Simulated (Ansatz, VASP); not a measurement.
**SnTe in VASP and in Ansatz**

```
CELL_PARAMETERS angstrom
5.31580 0.00000 0.00000
-2.65790 4.60362 0.00000
0.00000 0.00000 6.48728
ATOMIC_POSITIONS crystal
Sn 0.33333 0.66667 0.95277
Sn 0.66667 0.33333 0.45277
Te 0.33333 0.66667 0.42223
Te 0.66667 0.33333 0.92223
```

Change from the starting cell: epitaxial_xy strain -1.5%.

Alike in both runs: task single point; functional r2SCAN; k mesh 6 × 6 × 4; no spin polarisation.

|  | VASP | Ansatz |
| --- | --- | --- |
| version | VASP 6.6.1 | Ansatz 0.2.0 |
| potentials or method | VASP PAW PBE potentials, release 64 (Sn_d, Te) | plane waves, PAW |
| plane-wave cutoff (eV) | 550 | 500 |
| occupations | gaussian, width 0.01 eV | fixed |
| valence electrons in the cell | 40 | 60 |

|  | VASP | Ansatz | Ansatz less VASP |
| --- | --- | --- | --- |
| gap on the k mesh at the Fermi level (eV) | 0.55 | 0.55 | +0.002 |
| pressure (GPa) | 1.0 | 1.0 | -0.02 |
| traceless stress, the component that is largest in VASP (GPa) | -0.98 | -0.99 | -0.010 |
| rms of the force components (eV/Å) | 0.005 | 0.001 | -0.0039 |

VASP's potentials were made for PBE, not for r2SCAN. Atom by atom the forces differ by 0.004 eV/Å (rms over components). VASP's potentials hold 40 valence electrons a cell and Ansatz's 60, so a difference there can come from the potentials and not from the codes.

Neither program's run includes spin-orbit coupling.
